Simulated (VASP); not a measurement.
# Al2Cu (Fd-3m) in VASP: further runs

The runs below take Al2Cu through single point, relaxation of cell and atoms, with PBE.

Program: VASP 6.6.1. These are calculated values, not measurements. Logs are shortened: lines on timing, memory, paths and dates and some standing lists are left out, and cuts for length are marked.

## 1. The cell of the first run

Symmetry: Fd-3m, No. 227, cubic system. The conventional cell has a = 7.393 Å, b = 7.393 Å, c = 7.393 Å, α = 90.00°, β = 90.00°, γ = 90.00°. Within 2.1 Å of Al (site symmetry -3m) lie 2 Cu at 1.60 Å. Within 2.1 Å of Cu (site symmetry -43m) lie 4 Al at 1.60 Å.

The cell was built from a structure type or drawn by symmetry, and may not be a known phase.

## 2. Single point, PBE

The input, INCAR:

```
SYSTEM = Al2Cu
  PREC = Accurate
  ENCUT = 520
  EDIFF = 1E-6
  ISMEAR = 0
  SIGMA = 0.1
  LREAL = .FALSE.
  LASPH = .TRUE.
  NELM = 100
  ALGO = Normal
  ISIF = 2
  LWAVE = .FALSE.
  LCHARG = .FALSE.
  GGA = PE
  NBANDS = 26
```

The input, KPOINTS:

```
regular mesh
0
G
  4 4 4
  0 0 0
```

The input, POSCAR:

```
Al2Cu
1.0
    0.0000000000      3.6966762100      3.6966762100
    3.6966762100      0.0000000000      3.6966762100
    3.6966762100      3.6966762100      0.0000000000
Al Cu
4 2
Direct
    0.6250000000      0.6250000000      0.6250000000
    0.6250000000      0.6250000000      0.1250000000
    0.6250000000      0.1250000000      0.6250000000
    0.1250000000      0.6250000000      0.6250000000
    0.5000000000      0.5000000000      0.5000000000
    0.7500000000      0.7500000000      0.7500000000
```

Potentials or basis: VASP PAW PBE potentials, release 64 (Al, Cu).

Launch:

```sh
$ cat potpaw_PBE.64/Al/POTCAR potpaw_PBE.64/Cu/POTCAR > POTCAR
$ mpirun -np 1 vasp_std > vasp.out
```

OUTCAR:

```text
SYSTEM = Al2Cu
   PREC = Accurate
   ENCUT = 520
   EDIFF = 1E-6
   ISMEAR = 0
   LREAL = .FALSE.
   LASPH = .TRUE.
   NELM = 100
   ISIF = 2
   GGA = PE

 ion  position               nearest neighbor table
   1  0.625  0.625  0.625-   5 1.60   6 1.60   4 2.61   2 2.61   3 2.61   2 2.61   3 2.61   4 2.61

   2  0.625  0.625  0.125-   5 1.60   6 1.60   1 2.61   1 2.61   3 2.61   4 2.61   3 2.61   4 2.61

   3  0.625  0.125  0.625-   5 1.60   6 1.60   1 2.61   2 2.61   1 2.61   2 2.61   4 2.61   4 2.61

   4  0.125  0.625  0.625-   5 1.60   6 1.60   1 2.61   2 2.61   3 2.61   1 2.61   2 2.61   3 2.61

   5  0.500  0.500  0.500-   1 1.60   3 1.60   4 1.60   2 1.60
   6  0.750  0.750  0.750-   1 1.60   3 1.60   4 1.60   2 1.60

  LATTYP: Found a face centered cubic cell.
 ALAT       =     7.3933524200

  Lattice vectors:

 A1 = (   0.0000000000,   3.6966762100,   3.6966762100)
 A2 = (   3.6966762100,   0.0000000000,   3.6966762100)
 A3 = (   3.6966762100,   3.6966762100,   0.0000000000)

Analysis of symmetry for initial positions (statically):
=====================================================================
 Subroutine PRICEL returns:
 Original cell was already a primitive cell.

 Routine SETGRP: Setting up the symmetry group for a
 face centered cubic supercell.

 Subroutine GETGRP returns: Found 48 space group operations
 (whereof 24 operations were pure point group operations)
 out of a pool of 48 trial point group operations.

The static configuration has the point symmetry T_d .
 The point group associated with its full space group is O_h .

Analysis of symmetry for dynamics (positions and initial velocities):
=====================================================================
 Subroutine PRICEL returns:
 Original cell was already a primitive cell.

 Routine SETGRP: Setting up the symmetry group for a
 face centered cubic supercell.

 Subroutine GETGRP returns: Found 48 space group operations
 (whereof 24 operations were pure point group operations)
 out of a pool of 48 trial point group operations.

The dynamic configuration has the point symmetry T_d .
 The point group associated with its full space group is O_h .

 Subroutine INISYM returns: Found 48 space group operations
 (whereof 24 operations are pure point group operations),
 and found     1 'primitive' translations

[... 84 lines left out ...]
   NELM   =    100;   NELMIN=  2; NELMDL= -5     # of ELM steps
   EDIFF  = 0.1E-05   stopping-criterion for ELM
   LREAL  =      F    real-space projection
   EDIFFG = 0.1E-04   stopping-criterion for IOM
   NSW    =      0    number of steps for IOM
   IBRION =     -1    ionic relax: 0-MD 1-quasi-New 2-CG
   NFREE  =      0    steps in history (QN), initial steepest desc. (CG)
   ISIF   =      2    stress and relaxation
   ISYM   =      2    0-nonsym 1-usesym 2-fastsym
   POTIM  = 0.5000    time-step for ionic-motion
   TEBEG  =    0.0;   TEEND  =   0.0 temperature during run
   PSTRESS=    0.0 pullay stress
   NELECT =      34.0000    total number of electrons
   NUPDOWN=      -1.0000    fix difference up-down
   EMIN   =  10.00;   EMAX   =-10.00  energy-range for DOS
   EFERMI =   0.00;   METHOD = LEGACY
   ISMEAR =     0;   SIGMA  =   0.10  broadening in eV -4-tet -1-fermi 0-gaus
   EFERMI_NEDOS =   21; number of points for ismear=-14 and -15
   IALGO  =     38    algorithm
   IMIX   =      4    mixing-type and parameters
     AMIX     =   0.40;   BMIX     =  1.00
     AMIX_MAG =   1.60;   BMIX_MAG =  1.00
  volume/ion in A,a.u.               =      16.84       113.63
  Fermi-wavevector in a.u.,A,eV,Ry     =   1.138710  2.151850 17.642130  1.296660
  Thomas-Fermi vector in A             =   2.275414
   LORBIT       =      0    0 simple, 1 ext, 2 COOP (PROOUT), +10 PAW based schemes
   GGA     = PE    functional components
   LHFCALC =     F    Hartree Fock is set to
   AEXX    =    0.0000 exact exchange contribution
   IVDW    =     0    specifies the selected vdW correction
   LEPSILON=     F    determine dielectric tensor
   LRPA    =     F    only Hartree local field effects (RPA)
 non-spin polarized calculation
 Gauss-broadening in eV      SIGMA  =   0.10
  energy-cutoff  :      520.00
  volume of cell :      101.03
 maximum number of plane-waves:      2764
 NGX is ok and might be reduce to    40
   NGX = 19   NGY = 19   NGZ = 19

 number of electron      33.9999978 magnetization

 Free energy of the ion-electron system (eV)
  ---------------------------------------------------
  ext. energy  EPLUGINS =         0.00000000
  ---------------------------------------------------
  free energy    TOTEN  =        23.52035138 eV

  energy without entropy =       23.55589081  energy(sigma->0) =       23.53812109

 E-fermi :   6.0142     XC(G=0):  -9.2000

 val. band max:        5.9842027936   @ k =   0.5000   0.2500   0.0000
 cond. band min:       6.0818808687   @ k =  -0.2500   0.2500   0.0000
 fundamental gap:      0.0976780751
 Fermi energy:         6.0142041647

 k-point     1 :       0.0000    0.0000    0.0000
  band No.  band energies     occupation
      1      -4.4975      2.00000
      2      -3.4182      2.00000
      3      -3.4182      2.00000
      4      -3.4182      2.00000
      5      -3.3952      2.00000
      6      -3.3952      2.00000
[... 221 lines left out ...]
     25      13.4611      0.00000
     26      13.4611      0.00000

------------------------ aborting loop because EDIFF is reached ----------------------------------------

  FORCE on cell =-STRESS in cart. coord.  units (eV):
  Direction    XX          YY          ZZ          XY          YZ          ZX
  --------------------------------------------------------------------------------------
  -------------------------------------------------------------------------------------
  Total      101.6728061    101.6728061    101.6728061     -0.0000000      0.0000000      0.0000000
  in kB     1612.3196948   1612.3196948   1612.3196948     -0.0000000      0.0000000      0.0000000
  external PRESSURE =    1612.3196948 kB  Pullay stress =       0.0000000 kB

 VOLUME and BASIS-vectors are now :
 -----------------------------------------------------------------------------
  energy-cutoff  :      520.00
  volume of cell :      101.03
      direct lattice vectors                 reciprocal lattice vectors
     0.000000000  3.696676210  3.696676210    -0.135256639  0.135256639  0.135256639
     3.696676210  0.000000000  3.696676210     0.135256639 -0.135256639  0.135256639
     3.696676210  3.696676210  0.000000000     0.135256639  0.135256639 -0.135256639

 POSITION                                       TOTAL-FORCE (eV/Angst)
 -----------------------------------------------------------------------------------
      4.62085      4.62085      4.62085         0.000000     -0.000000      0.000000
      2.77251      2.77251      4.62085         0.000000     -0.000000      0.000000
      2.77251      4.62085      2.77251         0.000000     -0.000000      0.000000
      4.62085      2.77251      2.77251         0.000000     -0.000000      0.000000
      3.69668      3.69668      3.69668         0.000000      0.000000      0.000000
      5.54501      5.54501      5.54501        -0.000000     -0.000000     -0.000000
 -----------------------------------------------------------------------------------
    total drift:                               -0.000000     -0.000000      0.000000

  FREE ENERGIE OF THE ION-ELECTRON SYSTEM (eV)
  ---------------------------------------------------
  free  energy   TOTEN  =        23.5203513786 eV

  energy  without entropy=       23.5558908110  energy(sigma->0) =       23.53812109
```

It took 17 s on 1 thread of AMD EPYC 9R45 (Zen 5), shared host; peak memory 0.2 GiB.

What came out:

| Quantity | Value |
| --- | --- |
| Free energy | 23.5204 eV |
| Pressure | 161.2 GPa |
| Band gap on the k mesh | zero (bands 17 and 18 overlap by 3.17 eV) |

Caveat: the k points lie up to 0.37 Å⁻¹ apart, too coarse for converged energies and pressures of a metal; atoms lie so close that the PAW spheres overlap strongly, which falsifies energies and pressures.

## 3. Single point, PBE

This run uses another cell than the first one, of 47.81 Å³/atom.

The input, INCAR:

```
SYSTEM = Al2Cu
ALGO = Normal
EDIFF = 1E-6
ENCUT = 520
GGA = PE
ISIF = 2
ISMEAR = 0
LASPH = .TRUE.
LCHARG = .FALSE.
LREAL = .FALSE.
LWAVE = .FALSE.
NBANDS = 26
NELM = 60
PREC = Accurate
SIGMA = 0.1
```

The input, KPOINTS:

```
k-points
0
G
  4 4 4
  0 0 0
```

Edit POSCAR of step 2 so:

```diff
@@ -2,5 +2,5 @@
 1.0
-    0.0000000000      3.6966762100      3.6966762100
-    3.6966762100      0.0000000000      3.6966762100
-    3.6966762100      3.6966762100      0.0000000000
+    0.0000000000      5.2347182510      5.2347182510
+    5.2347182510      0.0000000000      5.2347182510
+    5.2347182510      5.2347182510      0.0000000000
 Al Cu
```

Potentials or basis: VASP PAW PBE potentials, release 64 (Al, Cu).

Launch:

```sh
$ cat potpaw_PBE.64/Al/POTCAR potpaw_PBE.64/Cu/POTCAR > POTCAR
$ mpirun -np 1 vasp_std > vasp.out
```

OUTCAR:

```text
SYSTEM = Al2Cu
   EDIFF = 1E-6
   ENCUT = 520
   GGA = PE
   ISIF = 2
   ISMEAR = 0
   LASPH = .TRUE.
   LREAL = .FALSE.
   NELM = 60
   PREC = Accurate

 ion  position               nearest neighbor table
   1  0.625  0.625  0.625-   5 2.27   6 2.27
   2  0.625  0.625  0.125-   5 2.27   6 2.27
   3  0.625  0.125  0.625-   5 2.27   6 2.27
   4  0.125  0.625  0.625-   5 2.27   6 2.27
[... 422 lines left out ...]
  --------------------------------------------------------------------------------------
  -------------------------------------------------------------------------------------
  Total        0.4155426      0.4155426      0.4155426      0.0000000     -0.0000000      0.0000000
  in kB        2.3206849      2.3206849      2.3206849      0.0000000     -0.0000000      0.0000000
  external PRESSURE =       2.3206849 kB  Pullay stress =       0.0000000 kB

 VOLUME and BASIS-vectors are now :
 -----------------------------------------------------------------------------
  energy-cutoff  :      520.00
  volume of cell :      286.89
      direct lattice vectors                 reciprocal lattice vectors
     0.000000000  5.234718251  5.234718251    -0.095516124  0.095516124  0.095516124
     5.234718251  0.000000000  5.234718251     0.095516124 -0.095516124  0.095516124
     5.234718251  5.234718251  0.000000000     0.095516124  0.095516124 -0.095516124

 POSITION                                       TOTAL-FORCE (eV/Angst)
 -----------------------------------------------------------------------------------
      6.54340      6.54340      6.54340        -0.000000     -0.000000      0.000000
      3.92604      3.92604      6.54340        -0.000000     -0.000000      0.000000
      3.92604      6.54340      3.92604        -0.000000     -0.000000      0.000000
      6.54340      3.92604      3.92604        -0.000000     -0.000000      0.000000
      5.23472      5.23472      5.23472        -0.000000     -0.000000     -0.000000
      7.85208      7.85208      7.85208         0.000000      0.000000      0.000000
 -----------------------------------------------------------------------------------
    total drift:                                0.000000      0.000000      0.000000

  FREE ENERGIE OF THE ION-ELECTRON SYSTEM (eV)
  ---------------------------------------------------
  free  energy   TOTEN  =       -16.7767440871 eV

  energy  without entropy=      -16.7430565416  energy(sigma->0) =      -16.75990031
```

stdout:

```text
POSCAR found type information on POSCAR AlCu
 POSCAR found :  2 types and       6 ions
 scaLAPACK will be used
 LDA part: xc-table for (Slater+PW92), standard interpolation
 POSCAR, INCAR and KPOINTS ok, starting setup
 FFT: planning ... GRIDC
 FFT: planning ... GRID_SOFT
 FFT: planning ... GRID
 WAVECAR not read
 entering main loop
```

Wall time 52 s (1 thread of AMD EPYC 9R45 (Zen 5), shared host); peak memory 0.4 GiB.

What came out:

* Free energy: -16.7767 eV
* Pressure: 0.2 GPa
* Band gap on the k mesh: zero (bands 17 and 18 overlap by 1.31 eV)

Levels at points of the mesh, in eV from the Fermi level:
```tsv
k point	band 14	band 15	band 16	band 17	band 18	band 19	band 20	band 21
(0.00, 0.00, 0.00)	-2.62	-2.62	-0.83	-0.83	-0.83	1.40	1.40	2.42
(0.50, 0.00, 0.00)	-2.79	-2.25	-0.37	-0.37	0.10	1.84	1.94	1.94
(0.50, 0.50, 0.00)	-2.98	-1.30	-1.30	0.48	0.48	1.65	1.65	2.05
```

## 4. Single point, PBE

This run uses another cell than the first one, of 48.49 Å³/atom.

The input, INCAR:

```
SYSTEM = Al2Cu
ALGO = Fast ; EDIFF = 1E-6
ENCUT = 520 ; GGA = PE
ISIF = 2 ; ISMEAR = 0
LASPH = .True. ; LCHARG = .False.
LREAL = .False. ; LWAVE = .False.
NBANDS = 26 ; NELM = 60
PREC = Accurate ; SIGMA = 0.1
```

The input, KPOINTS:

```
k-points
0
Gamma
  6 6 6
  0 0 0
```

The input, POSCAR:

```
Al2Cu
1.0
    0.0000000000      5.2591789672      5.2591789672
    5.2591789672      0.0000000000      5.2591789672
    5.2591789672      5.2591789672      0.0000000000
Al Cu
4 2
Direct
    0.1250000000      0.1250000000      0.1250000000
    0.1250000000      0.1250000000      0.6250000000
    0.1250000000      0.6250000000      0.1250000000
    0.6250000000      0.1250000000      0.1250000000
    0.0000000000      0.0000000000      0.0000000000
    0.2500000000      0.2500000000      0.2500000000
```

Launch:

```sh
$ cat potpaw_PBE.64/Al/POTCAR potpaw_PBE.64/Cu/POTCAR > POTCAR
$ mpirun -np 1 vasp_std > vasp.out
```

Run time: 2.1 min. Hardware: 1 thread of AMD EPYC 9R45 (Zen 5), shared host; peak memory 0.42 GiB.

It converged, with:

```
Free energy            : -16.7770 eV
Pressure               : 0.1 GPa
Band gap on the k mesh : zero (bands 17 and 18 overlap by 1.29 eV)
```

Levels at points of the mesh, in eV from the Fermi level:
```tsv
k point	band 13	band 14	band 15	band 16	band 17	band 18	band 19	band 20	band 21	band 22
(0.00, 0.00, 0.00)	-2.61	-2.61	-2.61	-0.82	-0.82	-0.82	1.39	1.39	2.41	4.35
(0.50, 0.00, 0.00)	-2.78	-2.78	-2.23	-0.36	-0.36	0.09	1.80	1.92	1.92	2.11
(0.50, 0.50, 0.00)	-2.96	-2.96	-1.29	-1.29	0.48	0.48	1.62	1.62	2.02	2.02
```

## 5. Relaxation of cell and atoms, PBE

This run uses another cell than the first one, of 47.81 Å³/atom.

The input, INCAR:

```
SYSTEM = Al2Cu
PREC = Accurate ; ENCUT = 600
EDIFF = 1E-7 ; ISMEAR = 0
SIGMA = 0.1 ; LREAL = .False.
LASPH = .True. ; NELM = 60
ALGO = Fast ; ISIF = 3
LWAVE = .False. ; LCHARG = .False.
GGA = PE ; IBRION = 2
NSW = 100 ; EDIFFG = -0.01
```

The input, KPOINTS:

```
regular mesh
0
Gamma
  6 6 6
  0 0 0
```

Edit POSCAR of step 4 so:

```diff
@@ -2,5 +2,5 @@
 1.0
-    0.0000000000      5.2591789672      5.2591789672
-    5.2591789672      0.0000000000      5.2591789672
-    5.2591789672      5.2591789672      0.0000000000
+    0.0000000000      5.2347182510      5.2347182510
+    5.2347182510      0.0000000000      5.2347182510
+    5.2347182510      5.2347182510      0.0000000000
 Al Cu
```

Launch:

```sh
$ cat potpaw_PBE.64/Al/POTCAR potpaw_PBE.64/Cu/POTCAR > POTCAR
$ mpirun -np 1 vasp_std > vasp.out
```

It took 7.5 min on 1 thread of AMD EPYC 9R45 (Zen 5), shared host; peak memory 0.56 GiB.

It converged, with:

| Property | Result |
| --- | --- |
| Free energy | -16.7772 eV |
| Relaxed volume | 48.67 Å³/atom |
| Relaxed cell | a = 7.447 Å, b = 7.447 Å, c = 7.447 Å, α = 60.00°, β = 60.00°, γ = 60.00° |
| Space group after relaxing (to 0.1 Å) | Fd-3m (No. 227) |
| Energy gained by relaxing | 0.8 meV/atom |
| Ionic steps | 4 |
| Pressure after relaxing | 0.0 GPa |
| Band gap on the k mesh | zero (bands 17 and 18 overlap by 1.29 eV) |

The path:
```csv
step,energy change (eV),largest force (eV/Å),pressure (GPa),volume (Å³)
1,0.0000,0.0000,0.34,286.89
2,-0.0048,0.0000,0.11,291.11
3,-0.0045,0.0000,-0.15,293.27
4,-0.0049,0.0000,-0.01,292.03
```

Final structure:
```
Al Cu
1.0
     0.00000    5.26583    5.26583
     5.26583    0.00000    5.26583
     5.26583    5.26583    0.00000
Al Cu
4 2
Direct
  0.12500 0.12500 0.12500
  0.12500 0.12500 0.62500
  0.12500 0.62500 0.12500
  0.62500 0.12500 0.12500
  0.00000 0.00000 0.00000
  0.25000 0.25000 0.25000
```

Levels at points of the mesh, in eV from the Fermi level:
```csv
k point,band 14,band 15,band 16,band 17,band 18,band 19,band 20,band 21
"(0.00, 0.00, 0.00)",-2.61,-2.61,-0.81,-0.81,-0.81,1.38,1.38,2.41
"(0.50, 0.00, 0.00)",-2.77,-2.23,-0.35,-0.35,0.09,1.79,1.92,1.92
"(0.50, 0.50, 0.00)",-2.95,-1.29,-1.29,0.47,0.47,1.62,1.62,2.01
```

## 6. Overview

| task | cell | k mesh | cutoff (eV) | gap on the mesh (eV) | pressure (GPa) |
| --- | --- | --- | --- | --- | --- |
| single point | a = 5.228 Å, angles 60.0°, 6 atoms | 4 × 4 × 4 | 520 | none | 161.2 |
| single point | a = 7.403 Å, angles 60.0°, 6 atoms | 4 × 4 × 4 | 520 | none | 0.2 |
| single point | a = 7.438 Å, angles 60.0°, 6 atoms | 6 × 6 × 6 | 520 | none | 0.1 |
| relaxation of cell and atoms | relaxed from a = 7.403 Å, angles 60.0°, 6 atoms | 6 × 6 × 6 | 600 | none | 0.0 |

Alike in all rows: level PBE; potentials or basis VASP PAW PBE potentials, release 64 (Al, Cu); no spin polarisation; smearing gaussian 0.1 eV.

Caveats: some runs use coarse meshes; atoms lie so close that the PAW spheres overlap strongly, which falsifies energies and pressures (at least some runs).

Absolute energies hang on the potentials; compare differences alone.
